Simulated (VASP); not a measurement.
# Al3GaN4 (R3m) in VASP: a series of runs, part 2 of 2

VASP 6.6.1.

### 3 Single point, r2SCAN (all Ga atoms moved +0.075 Å, as atom 4 along Cartesian [1 1 1])

POSCAR

```
Al3GaN4
1.0
    4.4012372935      0.0000000000      0.0000000000
    0.0000000000      4.4012372935      0.0000000000
    0.0000000000      0.0000000000      4.4012372935
Al Ga N
3 1 4
Direct
    0.5000000000      0.5000000000      0.0000000000
    0.5000000000      0.0000000000      0.5000000000
    0.0000000000      0.5000000000      0.5000000000
    0.0098384312      0.0098384312      0.0098384312
    0.7444581597      0.7444581597      0.2555418403
    0.7444581597      0.2555418403      0.7444581597
    0.2555418403      0.7444581597      0.7444581597
    0.2555418403      0.2555418403      0.2555418403
```

INCAR.step1

```
SYSTEM = Al3GaN4
ALGO = Normal
EDIFF = 1E-4
ENCUT = 520
GGA = PE
ISMEAR = 0
LASPH = .TRUE.
LCHARG = .FALSE.
LREAL = .FALSE.
LWAVE = .TRUE.
NBANDS = 31
NELM = 80
PREC = Accurate
SIGMA = 0.05
```

INCAR.step2

```
SYSTEM = Al3GaN4
ALGO = Normal
EDIFF = 1E-6
ENCUT = 520
ISIF = 2
ISMEAR = 0
ISTART = 1
LASPH = .TRUE.
LCHARG = .FALSE.
LMIXTAU = .TRUE.
LREAL = .FALSE.
LWAVE = .FALSE.
METAGGA = R2SCAN
NBANDS = 31
NELM = 80
PREC = Accurate
SIGMA = 0.05
```

KPOINTS

```
k-points
0
G
  6 6 6
  0 0 0
```

Potentials or basis: VASP PAW PBE potentials, release 64 (Al, Ga_d, N).

Run with:

```bash
$ cat potpaw_PBE.64/Al/POTCAR potpaw_PBE.64/Ga_d/POTCAR potpaw_PBE.64/N/POTCAR > POTCAR
$ cp INCAR.step1 INCAR
$ mpirun -np 1 vasp_std > vasp.out
$ cp INCAR.step2 INCAR
$ mpirun -np 1 vasp_std > vasp.out
```

OUTCAR:

```text
SYSTEM = Al3GaN4
   EDIFF = 1E-6
   ENCUT = 520
   ISIF = 2
   ISMEAR = 0
   ISTART = 1
   LASPH = .TRUE.
   LREAL = .FALSE.
   METAGGA = R2SCAN
   NELM = 80
   PREC = Accurate

 ion  position               nearest neighbor table
   1  0.500  0.500  0.000-   5 1.89   6 1.89   7 1.89   8 1.89   4 3.05   3 3.11   2 3.11   2 3.11
                             3 3.11   2 3.11   2 3.11   3 3.11   3 3.11   4 3.11   4 3.11
   2  0.500  0.000  0.500-   5 1.89   6 1.89   7 1.89   8 1.89   4 3.05   3 3.11   1 3.11   1 3.11
                             1 3.11   3 3.11   1 3.11   3 3.11   3 3.11   4 3.11   4 3.11
   3  0.000  0.500  0.500-   5 1.89   6 1.89   7 1.89   8 1.89   4 3.05   2 3.11   1 3.11   1 3.11
                             2 3.11   1 3.11   2 3.11   1 3.11   2 3.11   4 3.11   4 3.11
   4  0.010  0.010  0.010-   8 1.87   6 1.97   7 1.97   5 1.97   2 3.05   3 3.05   1 3.05   2 3.11
                             3 3.11   1 3.11   3 3.11   1 3.11   2 3.11
   5  0.744  0.744  0.256-   1 1.89   2 1.89   3 1.89   4 1.97
   6  0.744  0.256  0.744-   1 1.89   2 1.89   3 1.89   4 1.97
   7  0.256  0.744  0.744-   1 1.89   2 1.89   3 1.89   4 1.97
   8  0.256  0.256  0.256-   4 1.87   2 1.89   3 1.89   1 1.89

  LATTYP: Found a simple cubic cell.
 ALAT       =     4.4012372935

  Lattice vectors:

 A1 = (   4.4012372935,   0.0000000000,   0.0000000000)
[... 195 lines left out ...]
 Fermi energy:         5.7415187728

 k-point     1 :       0.0000    0.0000    0.0000
  band No.  band energies     occupation
      1     -10.5083      2.00000
      2      -8.7737      2.00000
      3      -8.4753      2.00000
      4      -8.4753      2.00000
      5      -7.4839      2.00000
      6      -7.4839      2.00000
[... 805 lines left out ...]
     30      17.2360      0.00000
     31      17.6793      0.00000

 [... further k-points ...]
[... 5 lines left out ...]
  --------------------------------------------------------------------------------------
  -------------------------------------------------------------------------------------
  Total        0.1035535      0.1035535      0.1035535      0.4983407      0.4983407      0.4983407
  in kB        1.9460375      1.9460375      1.9460375      9.3651028      9.3651028      9.3651028
  external PRESSURE =       1.9460375 kB  Pullay stress =       0.0000000 kB

 VOLUME and BASIS-vectors are now :
 -----------------------------------------------------------------------------
  energy-cutoff  :      520.00
  volume of cell :       85.26
      direct lattice vectors                 reciprocal lattice vectors
     4.401237294  0.000000000  0.000000000     0.227208835  0.000000000  0.000000000
     0.000000000  4.401237294  0.000000000     0.000000000  0.227208835  0.000000000
     0.000000000  0.000000000  4.401237294     0.000000000  0.000000000  0.227208835

 POSITION                                       TOTAL-FORCE (eV/Angst)
 -----------------------------------------------------------------------------------
      2.20062      2.20062      0.00000         0.211773      0.211773     -0.155580
      2.20062      0.00000      2.20062         0.211773     -0.155580      0.211773
      0.00000      2.20062      2.20062        -0.155580      0.211773      0.211773
      0.04330      0.04330      0.04330        -0.929968     -0.929968     -0.929968
      3.27654      3.27654      1.12470         0.092973      0.092973     -0.012876
      3.27654      1.12470      3.27654         0.092973     -0.012876      0.092973
      1.12470      3.27654      3.27654        -0.012876      0.092973      0.092973
      1.12470      1.12470      1.12470         0.488934      0.488934      0.488934
 -----------------------------------------------------------------------------------
    total drift:                                0.010510      0.010510      0.010492

  FREE ENERGIE OF THE ION-ELECTRON SYSTEM (eV)
  ---------------------------------------------------
  free  energy   TOTEN  =       -79.3780402138 eV

  energy  without entropy=      -79.3780402138  energy(sigma->0) =      -79.37804021
```

OUTCAR.step1:

```text
SYSTEM = Al3GaN4
   EDIFF = 1E-4
   ENCUT = 520
   GGA = PE
   ISMEAR = 0
   LASPH = .TRUE.
   LREAL = .FALSE.
   NELM = 80
[... 1063 lines left out ...]
      3.27654      1.12470      3.27654         0.072165     -0.003078      0.072165
      1.12470      3.27654      3.27654        -0.003078      0.072165      0.072165
      1.12470      1.12470      1.12470         0.496034      0.496034      0.496034
 -----------------------------------------------------------------------------------
    total drift:                               -0.001482     -0.001482     -0.001499

  FREE ENERGIE OF THE ION-ELECTRON SYSTEM (eV)
  ---------------------------------------------------
  free  energy   TOTEN  =       -56.5965042756 eV

  energy  without entropy=      -56.5965042756  energy(sigma->0) =      -56.59650428
```

OSZICAR.step1:

```text
N       E                     dE             d eps       ncg     rms          rms(c)
DAV:   1     0.321449816942E+03    0.32145E+03   -0.19474E+04  2222   0.169E+03
DAV:   2    -0.195829637012E+02   -0.34103E+03   -0.31491E+03  2359   0.461E+02
DAV:   3    -0.640827289293E+02   -0.44500E+02   -0.43906E+02  2244   0.128E+02
DAV:   4    -0.659150844750E+02   -0.18324E+01   -0.18263E+01  2674   0.291E+01
DAV:   5    -0.659537640929E+02   -0.38680E-01   -0.38665E-01  2318   0.401E+00    0.169E+01
DAV:   6    -0.564364158356E+02    0.95173E+01   -0.29320E+01  3132   0.533E+01    0.556E+00
DAV:   7    -0.566344322936E+02   -0.19802E+00   -0.32018E+00  2393   0.110E+01    0.406E+00
DAV:   8    -0.566273339549E+02    0.70983E-02   -0.43257E-01  2697   0.621E+00    0.101E+00
DAV:   9    -0.565966787129E+02    0.30655E-01   -0.10241E-01  3109   0.420E+00    0.518E-01
DAV:  10    -0.565961262978E+02    0.55242E-03   -0.14654E-02  2442   0.672E-01    0.190E-01
DAV:  11    -0.565964953455E+02   -0.36905E-03   -0.10926E-03  2923   0.280E-01    0.221E-02
DAV:  12    -0.565965042756E+02   -0.89300E-05   -0.12528E-04  1790   0.987E-02
   1 F= -.56596504E+02 E0= -.56596504E+02  d E =-.461077E-12
```

It took 2.1 min on 1 thread of Intel Xeon 6975P-C (Granite Rapids), shared host; peak memory 0.26 GiB.

Results:

```yaml
Free_energy: -79.3780 eV
Pressure: 0.2 GPa
Largest_force: 1.611 eV/Å
Band_gap_on_the_k_mesh: 3.84 eV, direct
```

Forces on the atoms (eV/Å):
```
Al   0.212  0.212 -0.156
Al   0.212 -0.156  0.212
Al  -0.156  0.212  0.212
Ga  -0.930 -0.930 -0.930
N    0.093  0.093 -0.013
N    0.093 -0.013  0.093
N   -0.013  0.093  0.093
N    0.489  0.489  0.489
```

Stress tensor (GPa, compression positive):
```
0.19 0.94 0.94
0.94 0.19 0.94
0.94 0.94 0.19
```

Caveat: the cell differs from its parent crystal (all Ga atoms moved +0.075 Å, as atom 4 along Cartesian [1 1 1]); the PAW data sets were made with another functional, which shifts forces and pressure a little. A k mesh can miss the band edges.
